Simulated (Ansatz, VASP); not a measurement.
# One calculation of Ta3Sb4, two programs

File INCAR:

```
ALGO     = Normal         # electronic algorithm
EDIFF    = 1E-6           # SCF threshold, eV
ENCUT    = 520            # plane-wave cutoff, eV
GGA      = PE             # functional
ISIF     = 2              # what is computed and relaxed
ISMEAR   = 0              # smearing method
LASPH    = T              # aspherical terms in the spheres
LCHARG   = F              # write CHGCAR
LREAL    = F              # projectors in reciprocal space
LWAVE    = F              # write WAVECAR
NBANDS   = 36             # bands
NELM     = 100            # most SCF steps
PREC     = Accurate       # precision mode
SIGMA    = 0.1            # smearing width, eV
```

File KPOINTS:

```
k-points
0
Gamma
  6 6 2
```

File POSCAR:

```
Ta3Sb4
1.0
    4.3294964000      0.0000000000      0.0000000000
   -2.1647482000      3.7494538700      0.0000000000
    0.0000000000      0.0000000000     13.4214388500
Ta Sb
3 4
Direct
    0.0000000000      0.0000000000      0.7500000000
    0.0000000000      0.0000000000      0.2500000000
    0.0000000000      0.0000000000      0.0000000000
    0.3333333300      0.6666666700      0.8750000000
    0.3333333300      0.6666666700      0.3750000000
    0.6666666700      0.3333333300      0.1250000000
    0.6666666700      0.3333333300      0.6250000000
```

Input for Ansatz:

```yaml
crystal:
  lattice:
    - [4.3294964, 0.0, 0.0]
    - [-2.1647482, 3.74945387, 0.0]
    - [0.0, 0.0, 13.42143885]
  atoms:
    - { symbol: Ta, position: [0.0, 0.0, 0.75] }
    - { symbol: Ta, position: [0.0, 0.0, 0.25] }
    - { symbol: Ta, position: [0.0, 0.0, 0.0] }
    - { symbol: Sb, position: [0.33333333, 0.66666667, 0.875] }
    - { symbol: Sb, position: [0.33333333, 0.66666667, 0.375] }
    - { symbol: Sb, position: [0.66666667, 0.33333333, 0.125] }
    - { symbol: Sb, position: [0.66666667, 0.33333333, 0.625] }
basis:
  ecutwfc: 420
kpoints:
  mp_grid: { grid: [6, 6, 2] }
hamiltonian:
  xc: pbe
scf:
  occupations: { method: gaussian, width: 0.1 }
  lower_state_search: "off"
output:
  forces: true
  stress: true
  eigenvalues: true
```

Change from the starting cell: ordered vacancies on the cation sites of nickel arsenide (P-3m1, No. 164).

Alike in both runs: task single point; functional PBE; k mesh 6 × 6 × 2; occupations gaussian, width 0.1 eV; no spin polarisation.

|  | VASP | Ansatz |
| --- | --- | --- |
| version | VASP 6.6.1 | Ansatz 0.2.0 |
| potentials or method | VASP PAW PBE potentials, release 64 (Ta_pv, Sb), cutoff 520 eV | scalar-relativistic, plane waves, PAW |
| valence electrons in the cell | 53 | 99 |

VASP gave:

| Item | Value |
| --- | --- |
| gap on the k mesh at the Fermi level (eV) | none |
| pressure (GPa) | -12.2 |
| traceless stress, the component that is largest in VASP (GPa) | -0.47 |
| rms of the force components (eV/Å) | 0.439 |

Problem. What did Ansatz give for the same quantities?

Solution. gap on the k mesh at the Fermi level (eV): none; pressure (GPa): -12.2; traceless stress, the component that is largest in VASP (GPa): -0.46; rms of the force components (eV/Å): 0.439.

Atom by atom the forces differ by 0.002 eV/Å (rms over components). A gap of «none» marks a metal or a gap that the smearing closes. VASP's potentials hold 53 valence electrons a cell and Ansatz's 99, so a difference there can come from the potentials and not from the codes.

Spin-orbit coupling is off throughout.
